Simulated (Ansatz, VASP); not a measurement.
P: VASP beside Ansatz

```
P
1.0
     3.13600    0.00000    0.00000
    -1.56800    2.71586    0.00000
     0.00000    0.00000   28.00000
P
2
Direct
  0.33333 0.66667 0.51430
  0.66667 0.33333 0.48570
```

Alike in both runs: task single point; functional PBE; dispersion D3(BJ); k mesh 9 × 9 × 1; occupations gaussian, width 0.02 eV; no spin polarisation.

```csv
,VASP,Ansatz
version,VASP 6.6.1,Ansatz 0.2.0
potentials or method,"VASP PAW PBE potentials, release 64 (P), cutoff 520 eV","scalar-relativistic, plane waves, PAW"
valence electrons in the cell,10,10
```

|  | VASP | Ansatz | Ansatz less VASP |
| --- | --- | --- | --- |
| gap on the k mesh at the Fermi level (eV) | none | none | - |
| rms of the force components (eV/Å) | 3.896 | 3.860 | -0.0358 |

Atom by atom the forces differ by 0.036 eV/Å (rms over components). A gap of «none» marks a metal or a gap that the smearing closes.
